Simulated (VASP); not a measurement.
# HfN (P6_3/mmc) in VASP: a series of runs

Runs on HfN. Level: r2SCAN. Tasks: single point.

All numbers are computed with VASP 6.6.1; they aren't measurements. Logs are shortened: lines on timing, memory, paths and dates and some standing lists are left out, and cuts for length are marked.

### Step 1. The cell of the first run

Symmetry: P6_3/mmc, No. 194, hexagonal system. Conventional cell: a = 3.134 Å, b = 3.134 Å, c = 5.417 Å, α = 90.00°, β = 90.00°, γ = 120.00°. Hf (site symmetry -6m2) has 6 N at 2.26 Å within 3.0 Å. Within 3.0 Å of N (site symmetry -3m) lie 6 Hf at 2.26 Å and 2 N at 2.71 Å.

### Step 2. Single point, r2SCAN

The input, POSCAR:

```
HfN
1.0
    3.1339080000      0.0000000000      0.0000000000
   -1.5669540000      2.7140439411      0.0000000000
    0.0000000000      0.0000000000      5.4167680000
Hf N
2 2
Direct
    0.6666666667      0.3333333333      0.7500000000
    0.3333333333      0.6666666667      0.2500000000
    0.0000000000      0.0000000000      0.0000000000
    0.0000000000      0.0000000000      0.5000000000
```

The input, INCAR.step1:

```
ALGO = Normal
EDIFF = 1E-4
ENCUT = 520
GGA = PE
ISMEAR = 1
LASPH = T
LCHARG = F
LREAL = F
LWAVE = T
NBANDS = 23
NELM = 100
PREC = Accurate
SIGMA = 0.05
```

The input, INCAR.step2:

```
ALGO = Normal
EDIFF = 1E-7
ENCUT = 520
ISIF = 2
ISMEAR = 1
ISTART = 1
LASPH = T
LCHARG = F
LMIXTAU = T
LREAL = F
LWAVE = F
METAGGA = R2SCAN
NBANDS = 23
NELM = 100
PREC = Accurate
SIGMA = 0.05
```

The input, KPOINTS:

```
k-points
0
Gamma
  8 8 4
```

Potentials or basis: VASP PAW PBE potentials, release 64 (Hf_pv, N).

Started as:

```
cat potpaw_PBE.64/Hf_pv/POTCAR potpaw_PBE.64/N/POTCAR > POTCAR
cp INCAR.step1 INCAR
mpirun -np 1 vasp_std > vasp.out
cp INCAR.step2 INCAR
mpirun -np 1 vasp_std > vasp.out
```

OUTCAR:

```text
EDIFF = 1E-7
   ENCUT = 520
   ISIF = 2
   ISMEAR = 1
   ISTART = 1
   LASPH = T
   LREAL = F
   METAGGA = R2SCAN
   NELM = 100
   PREC = Accurate

 ion  position               nearest neighbor table
   1  0.667  0.333  0.750-   3 2.26   4 2.26   3 2.26   4 2.26   3 2.26   4 2.26   2 3.26   2 3.26
                             2 3.26   2 3.26   2 3.26   2 3.26
   2  0.333  0.667  0.250-   3 2.26   4 2.26   3 2.26   4 2.26   3 2.26   4 2.26   1 3.26   1 3.26
                             1 3.26   1 3.26   1 3.26   1 3.26
   3  0.000  0.000  0.000-   1 2.26   2 2.26   2 2.26   1 2.26   1 2.26   2 2.26
   4  0.000  0.000  0.500-   1 2.26   2 2.26   2 2.26   1 2.26   1 2.26   2 2.26

  LATTYP: Found a hexagonal cell.
 ALAT       =     3.1339080000
 C/A-ratio  =     1.7284387417

  Lattice vectors:

 A1 = (   3.1339080000,   0.0000000000,   0.0000000000)
 A2 = (  -1.5669540000,   2.7140439411,   0.0000000000)
 A3 = (   0.0000000000,   0.0000000000,   5.4167680000)

Analysis of symmetry for initial positions (statically):
=====================================================================
 Subroutine PRICEL returns:
 Original cell was already a primitive cell.

 Routine SETGRP: Setting up the symmetry group for a
 hexagonal supercell.

 Subroutine GETGRP returns: Found 24 space group operations
 (whereof 12 operations were pure point group operations)
 out of a pool of 24 trial point group operations.

The static configuration has the point symmetry D_3d.
 The point group associated with its full space group is D_6h.

Analysis of symmetry for dynamics (positions and initial velocities):
=====================================================================
 Subroutine PRICEL returns:
 Original cell was already a primitive cell.

 Routine SETGRP: Setting up the symmetry group for a
 hexagonal supercell.

 Subroutine GETGRP returns: Found 24 space group operations
 (whereof 12 operations were pure point group operations)
 out of a pool of 24 trial point group operations.

The dynamic configuration has the point symmetry D_3d.
 The point group associated with its full space group is D_6h.

 Subroutine INISYM returns: Found 24 space group operations
 (whereof 12 operations are pure point group operations),
 and found     1 'primitive' translations

----------------------------------------------------------------------------------------

                                     Primitive cell

  volume of cell :      46.0727

  direct lattice vectors                    reciprocal lattice vectors
     3.133908000  0.000000000  0.000000000     0.319090414  0.184226936  0.000000000
    -1.566954000  2.714043941  0.000000000     0.000000000  0.368453872  0.000000000
     0.000000000  0.000000000  5.416768000     0.000000000  0.000000000  0.184611931

  length of vectors
     3.133908000  3.133908000  5.416768000     0.368453872  0.368453872  0.184611931

  position of ions in fractional coordinates (direct lattice)
     0.666666667  0.333333333  0.750000000
     0.333333333  0.666666667  0.250000000
     0.000000000  0.000000000  0.000000000
     0.000000000  0.000000000  0.500000000

  ion indices of the primitive-cell ions
   primitive index   ion index
                 1           1
                 2           2
                 3           3
                 4           4

----------------------------------------------------------------------------------------

 KPOINTS: k-points

Automatic generation of k-mesh.
 Grid dimensions read from file:
 generate k-points for:    8    8    4

 Generating k-lattice:

  Cartesian coordinates                     Fractional coordinates (reciprocal lattice)
     0.039886302  0.023028367  0.000000000     0.125000000  0.000000000  0.000000000
     0.000000000  0.046056734  0.000000000     0.000000000  0.125000000  0.000000000
     0.000000000  0.000000000  0.046152983     0.000000000  0.000000000  0.250000000

  Length of vectors
     0.046056734  0.046056734  0.046152983

  Shift w.r.t. Gamma in fractional coordinates (k-lattice)
     0.000000000  0.000000000  0.000000000

 Subroutine IBZKPT returns following result:
 ===========================================

 Found     30 irreducible k-points:

 Following reciprocal coordinates:
            Coordinates               Weight
  0.000000  0.000000  0.000000      1.000000
  0.125000  0.000000  0.000000      6.000000
  0.250000  0.000000  0.000000      6.000000
  0.375000 -0.000000  0.000000      6.000000
  0.500000  0.000000  0.000000      3.000000
  0.125000  0.125000  0.000000      6.000000
[... 16 lines left out ...]
  0.250000  0.000000  0.500000      6.000000
  0.375000 -0.000000  0.500000      6.000000
 [... further k-points ...]
   k-points           NKPTS =     30   k-points in BZ     NKDIM =     30   number of bands    NBANDS=     23
   number of dos      NEDOS =    301   number of ions     NIONS =      4
   total plane-waves  NPLWV =  23040
   dimension x,y,z NGX =    24 NGY =   24 NGZ =   40
   dimension x,y,z NGXF=    48 NGYF=   48 NGZF=   80
   ions per type =               2   2
   NGX,Y,Z   is equivalent  to a cutoff of  12.73, 12.73, 12.28 a.u.
   NGXF,Y,Z  is equivalent  to a cutoff of  25.46, 25.46, 24.55 a.u.
 SYSTEM =  unknown system
   PREC   = accura    normal or accurate (medium, high low for compatibility)
   ISTART =      1    job   : 0-new  1-cont  2-samecut
   ICHARG =      0    charge: 1-file 2-atom 10-const
   ISPIN  =      1    spin polarized calculation?
   LNONCOLLINEAR =      F non collinear calculations
   LSORBIT =      F    spin-orbit coupling
   LASPH  =      T    aspherical Exc in radial PAW
   ENCUT  =  520.0 eV  38.22 Ry    6.18 a.u.   5.83  5.83 10.07*2*pi/ulx,y,z
   NELM   =    100;   NELMIN=  2; NELMDL=  0     # of ELM steps
   EDIFF  = 0.1E-06   stopping-criterion for ELM
   LREAL  =      F    real-space projection
   EDIFFG = 0.1E-05   stopping-criterion for IOM
   NSW    =      0    number of steps for IOM
   IBRION =     -1    ionic relax: 0-MD 1-quasi-New 2-CG
   NFREE  =      0    steps in history (QN), initial steepest desc. (CG)
   ISIF   =      2    stress and relaxation
   ISYM   =      2    0-nonsym 1-usesym 2-fastsym
   POTIM  = 0.5000    time-step for ionic-motion
   TEBEG  =    0.0;   TEEND  =   0.0 temperature during run
   PSTRESS=    0.0 pullay stress
   NELECT =      30.0000    total number of electrons
   NUPDOWN=      -1.0000    fix difference up-down
   EMIN   =  10.00;   EMAX   =-10.00  energy-range for DOS
   EFERMI =   0.00;   METHOD = LEGACY
   ISMEAR =     1;   SIGMA  =   0.05  broadening in eV -4-tet -1-fermi 0-gaus
   EFERMI_NEDOS =   21; number of points for ismear=-14 and -15
   IALGO  =     38    algorithm
   IMIX   =      4    mixing-type and parameters
     AMIX     =   0.40;   BMIX     =  1.00
     AMIX_MAG =   1.60;   BMIX_MAG =  1.00
  volume/ion in A,a.u.               =      11.52        77.73
  Fermi-wavevector in a.u.,A,eV,Ry     =   1.418951  2.681429 27.394277  2.013423
  Thomas-Fermi vector in A             =   2.540023
   LORBIT       =      0    0 simple, 1 ext, 2 COOP (PROOUT), +10 PAW based schemes
   METAGGA = R2SCAN    functional components
   LHFCALC =     F    Hartree Fock is set to
   AEXX    =    0.0000 exact exchange contribution
   IVDW    =     0    specifies the selected vdW correction
   LEPSILON=     F    determine dielectric tensor
   LRPA    =     F    only Hartree local field effects (RPA)
 non-spin polarized calculation
 Methfessel and Paxton  Order N= 1 SIGMA  =   0.05
  energy-cutoff  :      520.00
  volume of cell :       46.07
 maximum number of plane-waves:      1275
 NGX is ok and might be reduce to    24
   NGX = 11   NGY = 11   NGZ = 21

 number of electron      30.0000001 magnetization

 Free energy of the ion-electron system (eV)
  ---------------------------------------------------
  ext. energy  EPLUGINS =         0.00000000
  ---------------------------------------------------
  free energy    TOTEN  =      -116.37462707 eV

  energy without entropy =     -116.37452107  energy(sigma->0) =     -116.37459174

 E-fermi :   7.7796     XC(G=0): -13.6119

 val. band max:        7.7652117912   @ k =   0.2500   0.0000   0.5000
 cond. band min:       7.7962425445   @ k =   0.2500   0.2500   0.5000
 fundamental gap:      0.0310307533
 Fermi energy:         7.7796021839

 k-point     1 :       0.0000    0.0000    0.0000
  band No.  band energies     occupation
      1     -25.0548      2.00000
      2     -24.1901      2.00000
      3     -24.0793      2.00000
      4     -24.0793      2.00000
      5     -24.0229      2.00000
      6     -24.0229      2.00000
[... 15 lines left out ...]
     22      13.8700      0.00000
     23      13.8700      0.00000

 k-point     2 :       0.1250    0.0000    0.0000
  band No.  band energies     occupation
      1     -24.9981      2.00000
      2     -24.2136      2.00000
      3     -24.1946      2.00000
      4     -24.1467      2.00000
      5     -24.1199      2.00000
      6     -24.0353      2.00000
[... 15 lines left out ...]
     22      13.3229      0.00000
     23      13.8076      0.00000

 k-point     3 :       0.2500    0.0000    0.0000
  band No.  band energies     occupation
      1     -24.8489      2.00000
      2     -24.5411      2.00000
      3     -24.4161      2.00000
      4     -24.2157      2.00000
      5     -24.2054      2.00000
      6     -24.0763      2.00000
[... 15 lines left out ...]
     22      13.3924      0.00000
     23      13.6159      0.00000
[... 495 lines left out ...]
 k-point    23 :       0.2500    0.0000    0.5000
  band No.  band energies     occupation
      1     -24.6785      2.00000
      2     -24.6785      2.00000
      3     -24.3371      2.00000
      4     -24.3371      2.00000
      5     -24.1413      2.00000
      6     -24.1413      2.00000
[... 15 lines left out ...]
     22      13.3321      0.00000
     23      14.5981      0.00000

 k-point    24 :       0.3750   -0.0000    0.5000
  band No.  band energies     occupation
      1     -24.8607      2.00000
      2     -24.8607      2.00000
      3     -24.3639      2.00000
      4     -24.3639      2.00000
      5     -24.2040      2.00000
      6     -24.2040      2.00000
[... 15 lines left out ...]
     22      13.6692      0.00000
     23      15.4428      0.00000

 [... further k-points ...]
[... 5 lines left out ...]
  --------------------------------------------------------------------------------------
  -------------------------------------------------------------------------------------
  Total        0.0930363      0.0930363     -0.0745060      0.0000000      0.0000000      0.0000000
  in kB        3.2353381      3.2353381     -2.5909457      0.0000000      0.0000000      0.0000000
  external PRESSURE =       1.2932435 kB  Pullay stress =       0.0000000 kB

 VOLUME and BASIS-vectors are now :
 -----------------------------------------------------------------------------
  energy-cutoff  :      520.00
  volume of cell :       46.07
      direct lattice vectors                 reciprocal lattice vectors
     3.133908000  0.000000000  0.000000000     0.319090414  0.184226936  0.000000000
    -1.566954000  2.714043941  0.000000000     0.000000000  0.368453872  0.000000000
     0.000000000  0.000000000  5.416768000     0.000000000  0.000000000  0.184611931

 POSITION                                       TOTAL-FORCE (eV/Angst)
 -----------------------------------------------------------------------------------
      1.56695      0.90468      4.06258        -0.000000     -0.000000      0.000000
     -0.00000      1.80936      1.35419         0.000000      0.000000      0.000000
      0.00000      0.00000      0.00000         0.000000      0.000000      0.000000
      0.00000      0.00000      2.70838         0.000000      0.000000      0.000000
 -----------------------------------------------------------------------------------
    total drift:                               -0.000000      0.000000     -0.000000

  FREE ENERGIE OF THE ION-ELECTRON SYSTEM (eV)
  ---------------------------------------------------
  free  energy   TOTEN  =      -116.3746270711 eV

  energy  without entropy=     -116.3745210681  energy(sigma->0) =     -116.37459174
```

Run time: 69 s. Hardware: 1 thread of Intel Xeon Platinum 8488C (Sapphire Rapids), shared host; peak memory 0.18 GiB.

What came out:

```yaml
Free_energy: -116.3746 eV
Pressure: 0.1 GPa
Band_gap_on_the_k_mesh: zero (band 15 reaches 9.94 eV, above the bottom of band 16 at 7.49 eV)
```

Levels at points of the mesh, in eV from the Fermi level:
```
           k point  band 12  band 13  band 14  band 15  band 16  band 17  band 18  band 19
(0.00, 0.00, 0.00)    -3.72    -3.72    -1.82    -0.27     1.05     1.05     1.38     2.24
(0.50, 0.00, 0.00)    -5.61    -3.40    -2.70    -2.53     2.66     3.12     4.85     4.99
(0.00, 0.00, 0.50)    -4.50    -4.50    -4.50     2.16     2.16     3.25     3.25     3.25
(0.50, 0.00, 0.50)    -5.57    -4.61    -4.61    -0.15    -0.15     5.13     5.13     5.18
```

Caveat: the PAW data sets were made with another functional, which shifts forces and pressure a little; spin-orbit coupling is left out, which moves the levels of the heavy elements.

(Continued in part 2 of 2.)
